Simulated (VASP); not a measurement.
# Cr (P6_3/mmc) in VASP: notebook, part 2 of 2

VASP 6.6.1.

**3. Single point, PBE, collinear spin, antiferromagnetic start (12.87 Å³/atom)**

This run uses another cell than the first one, of 12.87 Å³/atom.

Contents of INCAR:

```
SYSTEM = Cr
PREC = Accurate ; ENCUT = 520
EDIFF = 1E-7 ; ISMEAR = -1
SIGMA = 0.05 ; LREAL = .False.
LASPH = .True. ; NELM = 150
ALGO = Normal ; ISIF = 2
LWAVE = .False. ; LCHARG = .False.
ISPIN = 2 ; MAGMOM = 1.5 -1.5
LORBIT = 11 ; LMAXMIX = 4
GGA = PE ; NBANDS = 23
```

Contents of KPOINTS:

```
regular mesh
0
Gamma
  16 16 8
  0 0 0
```

Contents of POSCAR:

```
Cr
1.0
    2.5503340852      0.0000000000      0.0000000000
   -1.2751670426      2.2086541059      0.0000000000
    0.0000000000      0.0000000000      4.5697189933
Cr
2
Direct
    0.3333333333      0.6666666667      0.2500000000
    0.6666666667      0.3333333333      0.7500000000
```

Potentials or basis: VASP PAW PBE potentials, release 64 (Cr_pv).

Launch:

```console
$ cat potpaw_PBE.64/Cr_pv/POTCAR > POTCAR
$ mpirun -np 1 vasp_std > vasp.out
```

OUTCAR:

```text
SYSTEM = Cr
   PREC = Accurate
   ENCUT = 520
   EDIFF = 1E-7
   ISMEAR = -1
   LREAL = .False.
   LASPH = .True.
   NELM = 150
   ISIF = 2
   ISPIN = 2
   LORBIT = 11
   GGA = PE

 ion  position               nearest neighbor table
   1  0.333  0.667  0.250-   2 2.72   2 2.72   2 2.72   2 2.72   2 2.72   2 2.72
   2  0.667  0.333  0.750-   1 2.72   1 2.72   1 2.72   1 2.72   1 2.72   1 2.72

  LATTYP: Found a hexagonal cell.
 ALAT       =     2.5503340852
 C/A-ratio  =     1.7918119119

  Lattice vectors:

 A1 = (   2.5503340852,   0.0000000000,   0.0000000000)
 A2 = (  -1.2751670426,   2.2086541059,   0.0000000000)
 A3 = (   0.0000000000,   0.0000000000,   4.5697189933)

Analysis of symmetry for initial positions (statically):
=====================================================================
 Subroutine PRICEL returns:
 Original cell was already a primitive cell.

 Routine SETGRP: Setting up the symmetry group for a
 hexagonal supercell.

 Subroutine GETGRP returns: Found 24 space group operations
 (whereof 12 operations were pure point group operations)
 out of a pool of 24 trial point group operations.

The static configuration has the point symmetry D_3d.
 The point group associated with its full space group is D_6h.

Analysis of symmetry for dynamics (positions and initial velocities):
=====================================================================
 Subroutine PRICEL returns:
 Original cell was already a primitive cell.

 Routine SETGRP: Setting up the symmetry group for a
 hexagonal supercell.

 Subroutine GETGRP returns: Found 24 space group operations
 (whereof 12 operations were pure point group operations)
 out of a pool of 24 trial point group operations.

The dynamic configuration has the point symmetry D_3d.
 The point group associated with its full space group is D_6h.

Analysis of structural, dynamic, and magnetic symmetry:
=====================================================================
 Subroutine PRICEL returns:
 Original cell was already a primitive cell.

 Routine SETGRP: Setting up the symmetry group for a
 hexagonal supercell.

 Subroutine GETGRP returns: Found 24 space group operations
 (whereof 12 operations were pure point group operations)
 out of a pool of 24 trial point group operations.

The overall configuration has the point symmetry D_3d.
 The point group associated with its full space group is D_6h.

 Subroutine INISYM returns: Found 24 space group operations
 (whereof 12 operations are pure point group operations),
 and found     1 'primitive' translations

----------------------------------------------------------------------------------------

                                     Primitive cell

  volume of cell :      25.7403

  direct lattice vectors                    reciprocal lattice vectors
     2.550334085  0.000000000  0.000000000     0.392105492  0.226382211  0.000000000
    -1.275167043  2.208654106  0.000000000     0.000000000  0.452764422  0.000000000
     0.000000000  0.000000000  4.569718993     0.000000000  0.000000000  0.218831837

  length of vectors
     2.550334085  2.550334085  4.569718993     0.452764422  0.452764422  0.218831837

  position of ions in fractional coordinates (direct lattice)
     0.333333333  0.666666667  0.250000000
     0.666666667  0.333333333  0.750000000

  ion indices of the primitive-cell ions
   primitive index   ion index
[... 63 lines left out ...]
   NGXF,Y,Z  is equivalent  to a cutoff of  26.07, 26.07, 26.19 a.u.
 SYSTEM =  Cr
   PREC   = accura    normal or accurate (medium, high low for compatibility)
   ISTART =      0    job   : 0-new  1-cont  2-samecut
   ICHARG =      2    charge: 1-file 2-atom 10-const
   ISPIN  =      2    spin polarized calculation?
   LNONCOLLINEAR =      F non collinear calculations
   LSORBIT =      F    spin-orbit coupling
   LASPH  =      T    aspherical Exc in radial PAW
   ENCUT  =  520.0 eV  38.22 Ry    6.18 a.u.   4.74  4.74  8.50*2*pi/ulx,y,z
   NELM   =    150;   NELMIN=  2; NELMDL= -5     # of ELM steps
   EDIFF  = 0.1E-06   stopping-criterion for ELM
   LREAL  =      F    real-space projection
   EDIFFG = 0.1E-05   stopping-criterion for IOM
   NSW    =      0    number of steps for IOM
   IBRION =     -1    ionic relax: 0-MD 1-quasi-New 2-CG
   NFREE  =      0    steps in history (QN), initial steepest desc. (CG)
   ISIF   =      2    stress and relaxation
   ISYM   =      2    0-nonsym 1-usesym 2-fastsym
   POTIM  = 0.5000    time-step for ionic-motion
   TEBEG  =    0.0;   TEEND  =   0.0 temperature during run
   PSTRESS=    0.0 pullay stress
   NELECT =      24.0000    total number of electrons
   NUPDOWN=      -1.0000    fix difference up-down
   EMIN   =  10.00;   EMAX   =-10.00  energy-range for DOS
   EFERMI =   0.00;   METHOD = LEGACY
   ISMEAR =    -1;   SIGMA  =   0.05  broadening in eV -4-tet -1-fermi 0-gaus
   EFERMI_NEDOS =   21; number of points for ismear=-14 and -15
   IALGO  =     38    algorithm
   IMIX   =      4    mixing-type and parameters
     AMIX     =   0.40;   BMIX     =  1.00
     AMIX_MAG =   1.60;   BMIX_MAG =  1.00
  volume/ion in A,a.u.               =      12.87        86.85
  Fermi-wavevector in a.u.,A,eV,Ry     =   1.599339  3.022312 34.802135  2.557885
  Thomas-Fermi vector in A             =   2.696647
   LORBIT       =     11    0 simple, 1 ext, 2 COOP (PROOUT), +10 PAW based schemes
   GGA     = PE    functional components
   LHFCALC =     F    Hartree Fock is set to
   AEXX    =    0.0000 exact exchange contribution
   IVDW    =     0    specifies the selected vdW correction
   LEPSILON=     F    determine dielectric tensor
   LRPA    =     F    only Hartree local field effects (RPA)
 spin polarized calculation
  energy-cutoff  :      520.00
  volume of cell :       25.74
 maximum number of plane-waves:       708
 NGX is ok and might be reduce to    20
   NGX =  9   NGY =  9   NGZ = 17

 number of electron      23.9999983 magnetization       0.0000000

 number of electron      23.9999983 magnetization      -0.0000000

 Free energy of the ion-electron system (eV)
  ---------------------------------------------------
  ext. energy  EPLUGINS =         0.00000000
  ---------------------------------------------------
  free energy    TOTEN  =       -18.13331630 eV

  energy without entropy =      -18.10298869  energy(sigma->0) =      -18.11815249

 E-fermi :   9.3542     XC(G=0): -13.0360

 val. band max:        9.3541549685   @ k =   0.3750   0.2500   0.0000
 cond. band min:       9.3545380710   @ k =   0.3750  -0.0000   0.3750
 fundamental gap:      0.0003831025
 Fermi energy:         9.3542278707

 spin component 1

 k-point     1 :       0.0000    0.0000    0.0000
  band No.  band energies     occupation
      1     -33.8484      1.00000
      2     -33.3407      1.00000
      3     -33.1878      1.00000
      4     -33.1878      1.00000
      5     -33.1385      1.00000
      6     -33.1385      1.00000
[... 613 lines left out ...]
     22      20.6515      0.00000
     23      21.9176      0.00000

 [... further k-points ...]

 spin component 2

 k-point     1 :       0.0000    0.0000    0.0000
  band No.  band energies     occupation
      1     -33.8484      1.00000
      2     -33.3407      1.00000
      3     -33.1878      1.00000
      4     -33.1878      1.00000
      5     -33.1385      1.00000
      6     -33.1385      1.00000
[... 613 lines left out ...]
     22      20.6515      0.00000
     23      21.9176      0.00000

 [... further k-points ...]
[... 5 lines left out ...]
  --------------------------------------------------------------------------------------
  -------------------------------------------------------------------------------------
  Total       -2.6298105     -2.6298105     -2.3209922     -0.0000000      0.0000000      0.0000000
  in kB     -163.6894792   -163.6894792   -144.4674425     -0.0000000      0.0000000      0.0000000
  external PRESSURE =    -157.2821337 kB  Pullay stress =       0.0000000 kB

 VOLUME and BASIS-vectors are now :
 -----------------------------------------------------------------------------
  energy-cutoff  :      520.00
  volume of cell :       25.74
      direct lattice vectors                 reciprocal lattice vectors
     2.550334085  0.000000000  0.000000000     0.392105492  0.226382211  0.000000000
    -1.275167043  2.208654106  0.000000000     0.000000000  0.452764422  0.000000000
     0.000000000  0.000000000  4.569718993     0.000000000  0.000000000  0.218831837

 POSITION                                       TOTAL-FORCE (eV/Angst)
 -----------------------------------------------------------------------------------
     -0.00000      1.47244      1.14243         0.000000     -0.000000      0.000000
      1.27517      0.73622      3.42729        -0.000000      0.000000      0.000000
 -----------------------------------------------------------------------------------
    total drift:                               -0.000000      0.000000     -0.000000

  FREE ENERGIE OF THE ION-ELECTRON SYSTEM (eV)
  ---------------------------------------------------
  free  energy   TOTEN  =       -18.1333162994 eV

  energy  without entropy=      -18.1029886869  energy(sigma->0) =      -18.11815249

 total charge

# of ion       s       p       d       tot
------------------------------------------
    1        0.414   6.329   4.128  10.872
    2        0.414   6.329   4.128  10.872
--------------------------------------------------
tot          0.829  12.658   8.256  21.743

 magnetization (x)

# of ion       s       p       d       tot
------------------------------------------
    1        0.000   0.000   0.000   0.000
    2       -0.000  -0.000  -0.000  -0.000
--------------------------------------------------
tot          0.000   0.000   0.000   0.000
```

stdout:

```text
POSCAR found type information on POSCAR Cr
 POSCAR found :  1 types and       2 ions
 scaLAPACK will be used
 LDA part: xc-table for (Slater+PW92), standard interpolation
 POSCAR, INCAR and KPOINTS ok, starting setup
 FFT: planning ... GRIDC
 FFT: planning ... GRID_SOFT
 FFT: planning ... GRID
 WAVECAR not read
 entering main loop
```

It took 4.5 min on 1 thread of Intel Xeon 8259CL, shared host; peak memory 0.24 GiB.

What came out:

```
Free energy                                           : -18.1333 eV
Pressure                                              : -15.7 GPa
Band gap on the k mesh                                : zero (filled and empty bands overlap)
Net moment                                            : 0.00 μB per cell
Valence electrons inside the program's atomic spheres : Cr 10.87
```

Caveat: the cell stands under tension; an empty level that is flat over the whole mesh can mark a ghost state of the potentials, or a narrow d or f band.

**4. Single point, PBE, collinear spin, antiferromagnetic start (13.35 Å³/atom)**

This run uses another cell than the first one, of 13.35 Å³/atom.

Contents of INCAR:

```
ALGO = Normal ; EDIFF = 1E-6
ENCUT = 520 ; GGA = PE
ISIF = 2 ; ISMEAR = -1
ISPIN = 2 ; LASPH = True
LCHARG = False ; LMAXMIX = 4
LORBIT = 11 ; LREAL = False
LWAVE = False ; MAGMOM = 1.5 -1.5
NBANDS = 23 ; NELM = 150
PREC = Accurate ; SIGMA = 0.05
```

Contents of KPOINTS:

```
k-points
0
Gamma
  16 16 8
```

Contents of POSCAR:

```
Cr
1.0
    2.5814387859      0.0000000000      0.0000000000
   -1.2907193929      2.2355915669      0.0000000000
    0.0000000000      0.0000000000      4.6254527665
Cr
2
Direct
    0.3333333333      0.6666666667      0.2500000000
    0.6666666667      0.3333333333      0.7500000000
```

Launch:

```console
$ cat potpaw_PBE.64/Cr_pv/POTCAR > POTCAR
$ mpirun -np 1 vasp_std > vasp.out
```

Run time: 5.1 min. Hardware: 1 thread of Intel Xeon 8259CL, shared host; peak memory 0.24 GiB.

The run converged. Its results:

```
Free energy                                           : -18.0231 eV
Pressure                                              : -21.3 GPa
Band gap on the k mesh                                : zero (filled and empty bands overlap)
Net moment                                            : 0.00 μB per cell
Valence electrons inside the program's atomic spheres : Cr 10.81
```

Stress tensor (GPa, compression positive):
```
-22.17   0.00   0.00
  0.00 -22.17   0.00
  0.00   0.00 -19.48
```

Levels at points of the mesh, in eV from the Fermi level:
Spin up:
```csv
k point,band 9,band 10,band 11,band 12,band 13,band 14,band 15,band 16
"(0.00, 0.00, 0.00)",-1.04,-0.33,-0.27,-0.27,0.00,0.00,0.93,0.93
"(0.50, 0.00, 0.00)",-2.87,-0.79,-0.60,-0.27,-0.09,1.94,2.41,2.51
"(0.00, 0.00, 0.50)",-1.39,-1.39,-0.25,-0.25,-0.25,-0.25,1.53,1.53
"(0.50, 0.00, 0.50)",-2.09,-2.09,0.82,0.82,1.08,1.08,2.47,2.47
```
Spin down:
| k point | band 9 | band 10 | band 11 | band 12 | band 13 | band 14 | band 15 | band 16 |
| --- | --- | --- | --- | --- | --- | --- | --- | --- |
| (0.00, 0.00, 0.00) | -1.04 | -0.33 | -0.27 | -0.27 | 0.00 | 0.00 | 0.93 | 0.93 |
| (0.50, 0.00, 0.00) | -2.87 | -0.79 | -0.60 | -0.27 | -0.09 | 1.94 | 2.41 | 2.51 |
| (0.00, 0.00, 0.50) | -1.39 | -1.39 | -0.25 | -0.25 | -0.25 | -0.25 | 1.53 | 1.53 |
| (0.50, 0.00, 0.50) | -2.09 | -2.09 | 0.82 | 0.82 | 1.08 | 1.08 | 2.47 | 2.47 |

Caveat: the cell stands under tension.
